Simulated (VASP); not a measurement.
Crystal: GdAlGa.

```xyz
3
Lattice="4.4499 0.0000 0.0000 -2.2250 3.8537 0.0000 0.0000 0.0000 3.7145" Properties=species:S:1:pos:R:3 pbc="T T T"
Gd    2.2250    1.2846    0.0000
Al    0.0000    0.0000    1.8572
Ga    0.0000    2.5692    1.8572
```

Base run:

```yaml
Program: VASP 6.6.1
Functional: PBEsol
Potentials_or_basis: VASP PAW PBE potentials, release 64 (Gd, Al, Ga_d)
Cutoff: 520 eV
k_mesh: 7 × 7 × 7
Occupations: fermi-dirac, width 0.1 eV
Spin: collinear spin, ferromagnetic start
Starting_moments: "[4.9, 0.0, 0.0] μB"
```

Its results: pressure -2.9 GPa; net moment 7.11 μB per cell; site moments Gd +6.83; Al -0.01; Ga -0.02 μB.

Task: The run is repeated on the same cell with these changes: functional from PBEsol to BLYP; further incar settings from ALGO = Normal; EDIFF = 1e-06; NBANDS = 28 to ALGO = Normal; EDIFF = 1e-07; NBANDS = 28. What comes out?

Result: Pressure 3.4 GPa; net moment 7.07 μB per cell; site moments Gd +6.79; Al -0.01; Ga -0.02 μB.

Caveats: the PAW data sets were made with another functional, which shifts forces and pressure a little; the cell stands under pressure (at least some runs).
